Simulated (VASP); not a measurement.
# LiF (P1) in VASP: relaxation of cell and atoms with PBE

Aim: the relaxation of cell and atoms of LiF with PBE.

Program: VASP 6.6.1. These are calculated values, not measurements. Logs are shortened: lines on timing, memory, paths and dates and some standing lists are left out, and cuts for length are marked.

## (1) The cell of the first run

The typed cell holds 12 atoms: a = 2.942 Å, b = 5.112 Å, c = 7.483 Å, α = 91.15°, β = 92.71°, γ = 88.87°.

## (2) Relaxation of cell and atoms, PBE

File INCAR:

```
ALGO = Normal
EDIFF = 1E-7
EDIFFG = -0.025
ENCUT = 600
GGA = PE
IBRION = 2
ISIF = 3
ISMEAR = 0
LASPH = T
LCHARG = F
LREAL = F
LWAVE = F
NELM = 80
NSW = 80
PREC = Accurate
SIGMA = 0.1
```

File KPOINTS:

```
k-points
0
Gamma
  4 4 2
```

File POSCAR:

```
LiF
1.0
    1.4458658272     -2.5615577459      0.0702120249
   -4.4015139097     -2.5984599129      0.0515168314
   -0.0231747703      0.1876201700     -7.4801320136
Li F
6 6
Direct
    0.5085146613      1.0269687516      0.8032804312
    1.0227787375      0.4957957461      0.8347268647
    0.7198420329      0.7141344290      0.1567035732
    0.3121999073      0.2765756817      0.1752261847
    0.2630944052      0.7941709911      0.5030902656
    0.7106293927      0.2648714661      0.5101652345
    0.7207813639      0.7671417178      0.6745683921
    0.2406937408      0.2156526326      0.6745349350
    0.2061786880      0.6870502249      0.9888570448
    0.7591629959      0.3025397587      1.0213117770
    0.5131156432      0.9739216213      0.3354996932
    1.0230084314      0.4811769793      0.3220356041
```

Potentials or basis: VASP PAW PBE potentials, release 64 (Li_sv, F).

Started as:

```console
$ cat potpaw_PBE.64/Li_sv/POTCAR potpaw_PBE.64/F/POTCAR > POTCAR
$ mpirun -np 1 vasp_std > vasp.out
```

OUTCAR:

```text
EDIFF = 1E-7
   EDIFFG = -0.025
   ENCUT = 600
   GGA = PE
   IBRION = 2
   ISIF = 3
   ISMEAR = 0
   LASPH = T
   LREAL = F
   NELM = 80
   NSW = 80
   PREC = Accurate

 ion  position               nearest neighbor table
   1  0.509  0.027  0.803-   8 1.55   7 1.75  10 2.24   5 2.60
   2  0.023  0.496  0.835-   9 1.58  10 1.93   8 1.97   7 2.02
   3  0.720  0.714  0.157-  12 1.91   9 1.92   9 1.95  11 1.97   4 2.57
   4  0.312  0.277  0.175-  12 1.74  10 1.80  10 1.95  11 2.04   3 2.57
   5  0.263  0.794  0.503-  11 1.77   7 1.82   7 2.10  12 2.18   1 2.60
   6  0.711  0.265  0.510-   8 1.92   8 1.96  11 2.04  12 2.07
   7  0.721  0.767  0.675-   1 1.75   5 1.82   2 2.02   5 2.10
   8  0.241  0.216  0.675-   1 1.55   6 1.92   6 1.96   2 1.97
   9  0.206  0.687  0.989-   2 1.58   3 1.92   3 1.95
  10  0.759  0.303  0.021-   4 1.80   2 1.93   4 1.95   1 2.24
  11  0.513  0.974  0.335-   5 1.77   3 1.97   6 2.04   4 2.04
  12  0.023  0.481  0.322-   4 1.74   3 1.91   6 2.07   5 2.18

  LATTYP: Found a triclinic cell.
 ALAT       =     7.9099016237
 B/A-ratio  =     1.1563311255
 C/A-ratio  =     1.7437930608
 COS(alpha) =     0.0023085353
 COS(beta)  =     0.6345738744
 COS(gamma) =     0.7660783077

  Lattice vectors:

 A1 = (  -1.4226910569,   2.3739375759,   7.4099199887)
 A2 = (  -4.3783391394,  -2.7860800829,   7.5316488450)
 A3 = (   5.9344709353,  10.1324151476,   7.2366743010)

Analysis of symmetry for initial positions (statically):
=====================================================================
 Subroutine PRICEL returns:
 Original cell was already a primitive cell.

 Routine SETGRP: Setting up the symmetry group for a
 triclinic supercell.

 Subroutine GETGRP returns: Found  1 space group operations
 (whereof  1 operations were pure point group operations)
 out of a pool of  2 trial point group operations.

The static configuration has the point symmetry C_1 .

Analysis of symmetry for dynamics (positions and initial velocities):
=====================================================================
 Subroutine PRICEL returns:
 Original cell was already a primitive cell.

 Routine SETGRP: Setting up the symmetry group for a
 triclinic supercell.

 Subroutine GETGRP returns: Found  1 space group operations
 (whereof  1 operations were pure point group operations)
 out of a pool of  2 trial point group operations.

The dynamic configuration has the point symmetry C_1 .

 Subroutine INISYM returns: Found  1 space group operations
 (whereof  1 operations are pure point group operations),
 and found     1 'primitive' translations

----------------------------------------------------------------------------------------

                                     Primitive cell

  volume of cell :     112.3664

  direct lattice vectors                    reciprocal lattice vectors
     1.445865827 -2.561557746  0.070212025     0.172891170 -0.293015530 -0.007885200
    -4.401513910 -2.598459913  0.051516831    -0.170403409 -0.096235534 -0.001885885
    -0.023174770  0.187620170 -7.480132014     0.000449243 -0.003413170 -0.133774483

  length of vectors
     2.942284113  5.111552856  7.482520520     0.340311084  0.195709368  0.133818772

  position of ions in fractional coordinates (direct lattice)
     0.508514661  0.026968752  0.803280431
     0.022778737  0.495795746  0.834726865
     0.719842033  0.714134429  0.156703573
     0.312199907  0.276575682  0.175226185
     0.263094405  0.794170991  0.503090266
     0.710629393  0.264871466  0.510165235
     0.720781364  0.767141718  0.674568392
     0.240693741  0.215652633  0.674534935
     0.206178688  0.687050225  0.988857045
     0.759162996  0.302539759  0.021311777
     0.513115643  0.973921621  0.335499693
     0.023008431  0.481176979  0.322035604

  ion indices of the primitive-cell ions
   primitive index   ion index
                 1           1
                 2           2
                 3           3
                 4           4
                 5           5
                 6           6
                 7           7
                 8           8
                 9           9
                10          10
                11          11
                12          12

----------------------------------------------------------------------------------------

 KPOINTS: k-points

Automatic generation of k-mesh.
 Grid dimensions read from file:
 generate k-points for:    4    4    2

 Generating k-lattice:

  Cartesian coordinates                     Fractional coordinates (reciprocal lattice)
     0.043222792 -0.073253883 -0.001971300     0.250000000 -0.000000000  0.000000000
    -0.042600852 -0.024058884 -0.000471471     0.000000000  0.250000000  0.000000000
     0.000224621 -0.001706585 -0.066887241     0.000000000 -0.000000000  0.500000000

  Length of vectors
     0.085077771  0.048927342  0.066909386

  Shift w.r.t. Gamma in fractional coordinates (k-lattice)
     0.000000000  0.000000000  0.000000000

 Subroutine IBZKPT returns following result:
 ===========================================

 Found     20 irreducible k-points:

 Following reciprocal coordinates:
            Coordinates               Weight
  0.000000  0.000000  0.000000      1.000000
  0.250000  0.000000  0.000000      2.000000
  0.500000  0.000000  0.000000      1.000000
  0.000000  0.250000  0.000000      2.000000
  0.250000  0.250000  0.000000      2.000000
  0.500000  0.250000  0.000000      2.000000
[... 12 lines left out ...]
  0.250000  0.500000  0.500000      2.000000
  0.500000  0.500000  0.500000      1.000000
   k-points           NKPTS =     20   k-points in BZ     NKDIM =     20   number of bands    NBANDS=     37
   number of dos      NEDOS =    301   number of ions     NIONS =     12
   total plane-waves  NPLWV =  60480
   dimension x,y,z NGX =    24 NGY =   42 NGZ =   60
   dimension x,y,z NGXF=    48 NGYF=   84 NGZF=  120
   ions per type =               6   6
   NGX,Y,Z   is equivalent  to a cutoff of  13.56, 13.66, 13.33 a.u.
   NGXF,Y,Z  is equivalent  to a cutoff of  27.12, 27.32, 26.66 a.u.
 SYSTEM =  unknown system
   PREC   = accura    normal or accurate (medium, high low for compatibility)
   ISTART =      0    job   : 0-new  1-cont  2-samecut
   ICHARG =      2    charge: 1-file 2-atom 10-const
   ISPIN  =      1    spin polarized calculation?
   LNONCOLLINEAR =      F non collinear calculations
   LSORBIT =      F    spin-orbit coupling
   LASPH  =      T    aspherical Exc in radial PAW
   ENCUT  =  600.0 eV  44.10 Ry    6.64 a.u.   5.88 10.21 14.94*2*pi/ulx,y,z
   NELM   =     80;   NELMIN=  2; NELMDL= -5     # of ELM steps
   EDIFF  = 0.1E-06   stopping-criterion for ELM
   LREAL  =      F    real-space projection
   EDIFFG = -.3E-01   stopping-criterion for IOM
   NSW    =     80    number of steps for IOM
   IBRION =      2    ionic relax: 0-MD 1-quasi-New 2-CG
   NFREE  =      1    steps in history (QN), initial steepest desc. (CG)
   ISIF   =      3    stress and relaxation
   ISYM   =      2    0-nonsym 1-usesym 2-fastsym
   POTIM  = 0.5000    time-step for ionic-motion
   TEBEG  =    0.0;   TEEND  =   0.0 temperature during run
   PSTRESS=    0.0 pullay stress
   NELECT =      60.0000    total number of electrons
   NUPDOWN=      -1.0000    fix difference up-down
   EMIN   =  10.00;   EMAX   =-10.00  energy-range for DOS
   EFERMI =   0.00;   METHOD = LEGACY
   ISMEAR =     0;   SIGMA  =   0.10  broadening in eV -4-tet -1-fermi 0-gaus
   EFERMI_NEDOS =   21; number of points for ismear=-14 and -15
   IALGO  =     38    algorithm
   IMIX   =      4    mixing-type and parameters
     AMIX     =   0.40;   BMIX     =  1.00
     AMIX_MAG =   1.60;   BMIX_MAG =  1.00
  volume/ion in A,a.u.               =       9.36        63.19
  Fermi-wavevector in a.u.,A,eV,Ry     =   1.328148  2.509836 24.000361  1.763977
  Thomas-Fermi vector in A             =   2.457407
   LORBIT       =      0    0 simple, 1 ext, 2 COOP (PROOUT), +10 PAW based schemes
   GGA     = PE    functional components
   LHFCALC =     F    Hartree Fock is set to
   AEXX    =    0.0000 exact exchange contribution
   IVDW    =     0    specifies the selected vdW correction
   LEPSILON=     F    determine dielectric tensor
   LRPA    =     F    only Hartree local field effects (RPA)
 conjugate gradient relaxation of ions
 non-spin polarized calculation
 Gauss-broadening in eV      SIGMA  =   0.10
  energy-cutoff  :      600.00
  volume of cell :      112.37
 maximum number of plane-waves:      3770
   NGX = 11   NGY = 21   NGZ = 29

--------------------------------------- Ionic step        1  -------------------------------------------

 number of electron      60.0000010 magnetization

 Free energy of the ion-electron system (eV)
  ---------------------------------------------------
  ext. energy  EPLUGINS =         0.00000000
  ---------------------------------------------------
  free energy    TOTEN  =       -55.51433790 eV

  energy without entropy =      -55.51433790  energy(sigma->0) =      -55.51433790

------------------------ aborting loop because EDIFF is reached ----------------------------------------

  FORCE on cell =-STRESS in cart. coord.  units (eV):
  Direction    XX          YY          ZZ          XY          YZ          ZX
  --------------------------------------------------------------------------------------
  -------------------------------------------------------------------------------------
  Total        5.0404473      2.9799069      2.7761808      0.4031613      1.2736728     -0.8970302
  in kB       71.8692668     42.4890313     39.5842001      5.7484799     18.1606754    -12.7903140
  external PRESSURE =      51.3141661 kB  Pullay stress =       0.0000000 kB
[... 119 lines left out ...]
  FREE ENERGIE OF THE ION-ELECTRON SYSTEM (eV)
  ---------------------------------------------------
  free  energy   TOTEN  =       -56.6920061926 eV

  energy  without entropy=      -56.6920061926  energy(sigma->0) =      -56.69200619

[... ionic steps 4 to 34 ...]

--------------------------------------- Ionic step       35  -------------------------------------------

 number of electron      60.0000058 magnetization

------------------------ aborting loop because EDIFF is reached ----------------------------------------

  FORCE on cell =-STRESS in cart. coord.  units (eV):
  Direction    XX          YY          ZZ          XY          YZ          ZX
  --------------------------------------------------------------------------------------
  -------------------------------------------------------------------------------------
  Total        0.0399477     -0.0552887      0.0100369     -0.0270981      0.0294410     -0.0051920
  in kB        0.6422287     -0.8888611      0.1613600     -0.4356488      0.4733148     -0.0834699
  external PRESSURE =      -0.0284241 kB  Pullay stress =       0.0000000 kB
[... 77 lines left out ...]
  energy  without entropy=      -57.9136762301  energy(sigma->0) =      -57.91367623

--------------------------------------- Ionic step       37  -------------------------------------------

 number of electron      60.0000054 magnetization

 Free energy of the ion-electron system (eV)
  ---------------------------------------------------
  ext. energy  EPLUGINS =         0.00000000
  ---------------------------------------------------
  free energy    TOTEN  =       -57.91467732 eV

  energy without entropy =      -57.91467732  energy(sigma->0) =      -57.91467732

 E-fermi :  -0.6461     XC(G=0):  -9.9045

 val. band max:       -1.1205153861   @ k =   0.0000   0.0000   0.0000
 cond. band min:       7.8185797913   @ k =   0.0000   0.0000   0.0000
 fundamental gap:      8.9390951774
 Fermi energy:        -0.6461306841

 k-point     1 :       0.0000    0.0000    0.0000
  band No.  band energies     occupation
      1     -42.0720      2.00000
      2     -42.0333      2.00000
      3     -42.0288      2.00000
      4     -42.0165      2.00000
      5     -42.0114      2.00000
      6     -42.0017      2.00000
[... 828 lines left out ...]
  FREE ENERGIE OF THE ION-ELECTRON SYSTEM (eV)
  ---------------------------------------------------
  free  energy   TOTEN  =       -57.9146773240 eV

  energy  without entropy=      -57.9146773240  energy(sigma->0) =      -57.91467732

 reached required accuracy - stopping structural energy minimisation
```

Run time: 72 min. Hardware: 1 thread of Intel Xeon 8259CL, shared host; peak memory 0.27 GiB.

What came out:

- Free energy: -57.9147 eV
- Relaxed volume: 8.30 Å³/atom
- Relaxed cell: a = 2.864 Å, b = 4.959 Å, c = 7.016 Å, α = 90.02°, β = 90.06°, γ = 89.95°
- Space group after relaxing (to 0.1 Å): Fm-3m (No. 225)
- Energy gained by relaxing: 200.0 meV/atom
- Ionic steps: 37
- Pressure after relaxing: 0.0 GPa
- Largest force after relaxing: 0.025 eV/Å
- Band gap on the k mesh: 8.94 eV

Forces on the atoms (eV/Å):
```
Li   0.002 -0.016  0.007
Li  -0.003 -0.009 -0.016
Li   0.003  0.003  0.007
Li  -0.016  0.017 -0.007
Li   0.003  0.010  0.002
Li  -0.002 -0.002  0.009
F   -0.009 -0.019 -0.009
F    0.007  0.015 -0.010
F    0.011  0.002  0.005
F   -0.001 -0.014  0.001
F    0.010  0.001  0.009
F   -0.007  0.012  0.002
```

The path:
```
step  energy change (eV)  largest force (eV/Å)  pressure (GPa)  volume (Å³)
   1              0.0000                3.3310            5.13       112.37
   2             -1.1305                1.1018           -1.66       117.31
   3             -1.1777                0.9967           -2.28       118.20
   4             -1.1996                0.8077           -3.23       119.98
   5             -1.2019                0.8481           -3.05       119.58
   6             -1.4029                0.4704           -2.29       116.60
   7             -1.5225                0.5115           -0.40       111.92
   8             -1.5902                0.3965            0.30       110.23
   9             -1.6123                0.2798            1.25       108.46
  10             -1.6471                0.1826            0.36       109.75
  11             -1.6560                0.1790           -0.29       110.78
  12             -1.6716                0.1253           -0.33       110.67
  13             -1.6798                0.2243           -0.36       110.50
  14             -1.6899                0.1968           -0.29       110.22
  15             -1.7161                0.2147           -0.08       109.39
  16             -1.7502                0.3117            0.34       107.72
  17             -1.7353                0.6330            1.25       104.41
  18             -1.7588                0.4066            0.62       106.57
  19             -1.7702                0.4151            0.58       106.40
  20             -1.8048                0.4413            0.39       105.91
  21             -1.8709                0.4989            0.05       104.93
  22             -1.9139                0.7912           -0.03       102.98
  23             -1.9210                0.5698           -0.18       103.75
  24             -1.9991                0.5449           -0.31       103.12
  25             -2.0655                0.6742            0.08       101.88
  26             -2.1343                0.4683           -0.16       101.88
  27             -2.2412                0.3216           -0.55       101.90
  28             -2.2462                0.4298           -0.59       101.90
  29             -2.3024                0.3218           -0.37       101.14
  30             -2.3481                0.3252            0.39        99.49
  31             -2.3778                0.1950            0.17        99.54
  32             -2.3800                0.1909            0.13        99.56
  33             -2.3935                0.0942           -0.09        99.82
  34             -2.3948                0.0945           -0.17        99.92
  35             -2.3991                0.0438            0.00        99.66
  36             -2.3993                0.0437            0.06        99.57
  37             -2.4003                0.0245            0.00        99.64
```

Final structure:
```xyz
12
Lattice="1.4310 -2.4808 0.0012 -4.2933 -2.4816 0.0006 -0.0006 0.0050 -7.0160" Properties=species:S:1:pos:R:3 pbc="T T T"
Li   -3.3414   -4.1210   -5.8488
Li   -1.9085   -1.6413   -5.8411
Li   -1.9076   -3.3104   -1.1710
Li   -0.4718   -0.8367   -1.1672
Li   -3.3408   -2.4841   -3.5075
Li   -0.4768   -2.4803   -3.5082
F    -1.9085   -3.2992   -4.6750
F    -0.4780   -0.8244   -4.6757
F    -3.3423   -2.4792   -0.0002
F    -0.4782   -2.4720   -7.0142
F     0.9524   -1.6562   -2.3400
F    -1.9071   -1.6593   -2.3378
```

Levels at points of the mesh, in eV from the valence-band top:
| k point | band 28 | band 29 | band 30 | band 31 | band 32 | band 33 |
| --- | --- | --- | --- | --- | --- | --- |
| (0.00, 0.00, 0.00) | 0.00 | 0.00 | 0.00 | 8.94 | 10.57 | 10.57 |
| (0.50, 0.00, 0.00) | -0.67 | -0.24 | -0.24 | 11.94 | 11.97 | 13.55 |
| (0.00, 0.50, 0.00) | -0.21 | -0.15 | -0.14 | 10.24 | 10.26 | 11.95 |
| (0.50, 0.50, 0.00) | -0.42 | -0.42 | -0.42 | 11.77 | 11.77 | 11.78 |
| (0.00, 0.00, 0.50) | -0.06 | -0.06 | -0.05 | 9.65 | 9.66 | 10.69 |
| (0.50, 0.00, 0.50) | -0.50 | -0.49 | -0.49 | 12.32 | 12.33 | 12.34 |
| (0.00, 0.50, 0.50) | -0.36 | -0.09 | -0.08 | 10.56 | 10.57 | 11.25 |
| (0.50, 0.50, 0.50) | -0.23 | -0.22 | -0.22 | 10.69 | 10.69 | 13.82 |

Caveat: the k points lie up to 0.55 Å⁻¹ apart in the final cell; the cutoff is under 1.25 times the usual one of these potentials, so pressure, stress and relaxed cells hold a basis-set (Pulay) error.
